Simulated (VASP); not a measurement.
Write the native input for VASP 6.6.1 that does the following.

```yaml
Task: single point
Functional: PBEsol
Potentials_or_basis: VASP PAW PBE potentials, release 64 (Al, H)
Cutoff: 520 eV
k_mesh: 3 × 3 × 3
Occupations: gaussian, width 0.15 eV
Spin: no spin polarisation
Dipole_correction: no
Further_INCAR_settings: LREAL = Auto; ALGO = Normal; EDIFF = 1e-07; NBANDS = 70
```

The structure of Al32H (a cell with a defect) lies in POSCAR:

```
Al32H
1.0
    8.1000000000      0.0000000000      0.0000000000
    0.0000000000      8.1000000000      0.0000000000
    0.0000000000      0.0000000000      8.1000000000
Al H
32 1
Direct
    0.4991648148     -0.0004979012     -0.0003812346
    0.7477028395      0.2523653086      0.0008018519
    0.7477049383      0.0006997531      0.2524672840
   -0.0091651852      0.0092217284      0.0093035802
    0.2494964198      0.2491707407     -0.0003816049
    0.5023595062      0.4977086420      0.0008014815
    0.7508969136      0.7505695062     -0.0003693827
    0.2494869136     -0.0005079012      0.2492983951
    0.5000179012      0.2500233333      0.2501435802
    0.7500509877      0.5000562963      0.2501500000
    0.5023307407      0.0006898765      0.4978396296
    0.7500425926      0.2500382716      0.5001671605
    0.7508737037     -0.0004779012      0.7506776543
    0.0005639506      0.5009028395     -0.0003690123
    0.2592144444      0.7408422222      0.0093000000
   -0.0006322222      0.2523629630      0.2524670370
    0.2506946914      0.4977107407      0.2524660494
    0.5023571605      0.7493727160      0.2524659259
    0.0005472840     -0.0004691358      0.5010095062
    0.2506853086      0.2523354321      0.4978397531
    0.5000332099      0.5000475309      0.5001667901
    0.7477533333      0.7493893827      0.4978603704
    0.2591320988      0.0091358025      0.7410103704
    0.5023297531      0.2523344444      0.7494833333
    0.7477540741      0.4977587654      0.7494904938
    0.0005800000      0.7505851852      0.2493146914
   -0.0006153086      0.4977580247      0.4978602469
    0.2495259259      0.7505522222      0.5010085185
    0.0005622222      0.2492103704      0.7506838272
    0.2495175309      0.5008786420      0.7506769136
    0.4992054321      0.7505667901      0.7506830864
   -0.0090222222      0.7409816049      0.7410675309
    0.1250772840      0.8750901235      0.8753569136
```

The input as run:

INCAR

```
SYSTEM = Al32H
PREC = Accurate
ENCUT = 520
EDIFF = 1E-7
ISMEAR = 0
SIGMA = 0.15
LREAL = Auto
LASPH = .True.
NELM = 60
ALGO = Normal
ISIF = 2
LWAVE = .False.
LCHARG = .True.
GGA = PS
LELF = .True.
LVHAR = .True.
NBANDS = 70
```

KPOINTS

```
Automatic mesh
0
Gamma
  3 3 3
  0 0 0
```

Potentials or basis: VASP PAW PBE potentials, release 64 (Al, H).

The run is started by

```sh
$ cat potpaw_PBE.64/Al/POTCAR potpaw_PBE.64/H/POTCAR > POTCAR
$ mpirun -np 1 vasp_std > vasp.out
```

Results of the run:

```yaml
Pressure: -1.0 GPa
Largest_force: 0.008 eV/Å
```

Caveat: the PAW data sets were made with another functional, which shifts forces and pressure a little.

Wall time 9.2 min on 1 thread of Intel Xeon 6975P-C, on a shared host, peak memory 0.6 GiB.
